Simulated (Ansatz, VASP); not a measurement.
**Sn: VASP beside Ansatz**

```
Sn
1.0
    -2.92940    2.92940    1.60722
     2.92940   -2.92940    1.60722
     2.92940    2.92940   -1.60722
Sn
2
Direct
  0.75000 0.25000 0.50000
  0.00000 0.00000 0.00000
```

Alike in both runs: functional r2SCAN; k mesh 14 × 14 × 14; occupations gaussian, width 0.1 eV; no spin polarisation.

Ansatz relaxed the structure, and its values are those at the end. VASP's run is a single point on that final structure, the one shown.

```csv
,VASP,Ansatz
version,VASP 6.6.1,Ansatz 0.2.0
potentials or method,"VASP PAW PBE potentials, release 64 (Sn_d), cutoff 520 eV","scalar-relativistic, plane waves, PAW"
valence electrons in the cell,28,28
```

```tsv
	VASP	Ansatz	Ansatz less VASP
gap on the k mesh at the Fermi level (eV)	none	none	-
pressure (GPa)	0.0	0.0	+0.02
```

VASP's potentials were made for PBE, not for r2SCAN. A gap of «none» marks a metal or a gap that the smearing closes. With one functional, cell and mesh, what is left measures potentials, basis and numerics.
